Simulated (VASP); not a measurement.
BiO4:

```
CELL_PARAMETERS angstrom
4.40725 0.00000 0.00000
-2.20363 3.81679 0.00000
0.00000 0.00000 4.37044
ATOMIC_POSITIONS crystal
Bi 0.00000 0.00000 0.95851
O 0.50000 0.00000 0.76188
O 0.00000 0.50000 0.76188
O 0.50000 0.50000 0.76188
O 0.00000 0.00000 0.36729
```

```yaml
Program: VASP 6.6.1
Task: relaxation of cell and atoms
Functional: PBE
Potentials_or_basis: VASP PAW PBE potentials, release 64 (Bi_d, O)
Cutoff: 600 eV
k_mesh: 6 × 6 × 4
Occupations: gaussian, width 0.1 eV
Spin: no spin polarisation
```

At the start: pressure 5.0 GPa; volume 14.70 Å³/atom.

Question: Where does the relaxation end?

Answer: Over 26 steps the energy falls by 231.0 meV/atom and the volume is 14.91 Å³/atom (+1.4 %); space group P6/mmm (No. 191, to 0.05 Å).

The path:
| step | energy change (eV) | largest force (eV/Å) | pressure (GPa) | volume (Å³) |
| --- | --- | --- | --- | --- |
| 1 | 0.0000 | 7.2220 | 4.99 | 73.52 |
| 2 | -0.0023 | 1.6411 | 4.19 | 78.21 |
| 3 | -0.2297 | 1.4716 | 1.38 | 77.34 |
| 4 | -0.3996 | 1.4310 | -0.27 | 76.65 |
| 5 | -0.6717 | 0.6080 | -1.55 | 75.10 |
| 6 | -0.6682 | 1.3582 | -1.00 | 74.65 |
| 7 | -0.6782 | 0.8499 | -1.39 | 74.92 |
| 8 | -0.6782 | 0.8977 | -1.37 | 74.89 |
| 9 | -0.7824 | 0.8967 | -0.22 | 73.79 |
| 10 | -0.9535 | 0.6879 | 3.25 | 70.44 |
| 11 | -1.0243 | 0.4853 | 0.47 | 72.82 |
| 12 | -1.0325 | 0.4109 | -0.71 | 73.98 |
| 13 | -1.0969 | 0.2359 | -1.35 | 75.12 |
| 14 | -1.1200 | 0.1922 | -1.96 | 76.16 |
| 15 | -1.1209 | 0.1879 | -2.08 | 76.38 |
| 16 | -1.1392 | 0.1052 | 0.49 | 74.28 |
| 17 | -1.1392 | 0.1083 | 0.45 | 74.33 |
| 18 | -1.1456 | 0.0882 | 0.46 | 74.12 |
| 19 | -1.1458 | 0.0832 | 0.46 | 74.08 |
| 20 | -1.1482 | 0.0811 | -0.08 | 74.56 |
| 21 | -1.1488 | 0.0921 | -0.55 | 74.97 |
| 22 | -1.1505 | 0.0715 | -0.48 | 74.96 |
| 23 | -1.1523 | 0.0483 | -0.30 | 74.94 |
| 24 | -1.1538 | 0.0446 | -0.04 | 74.69 |
| 25 | -1.1546 | 0.0380 | 0.36 | 74.32 |
| 26 | -1.1551 | 0.0226 | 0.07 | 74.53 |

Final structure:
```xyz
5
Lattice="4.5264 0.0000 0.0000 -2.2632 3.9199 0.0000 0.0000 0.0000 4.2005" Properties=species:S:1:pos:R:3 pbc="T T T"
Bi    0.0000    0.0000    3.4674
O     2.2632    0.0000    3.4457
O    -1.1316    1.9600    3.4457
O     1.1316    1.9600    3.4457
O     2.2632    3.9199    1.3654
```

Caveat: an odd number of electrons without spin polarisation forces a metal; a magnetic or distorted state may lie lower.
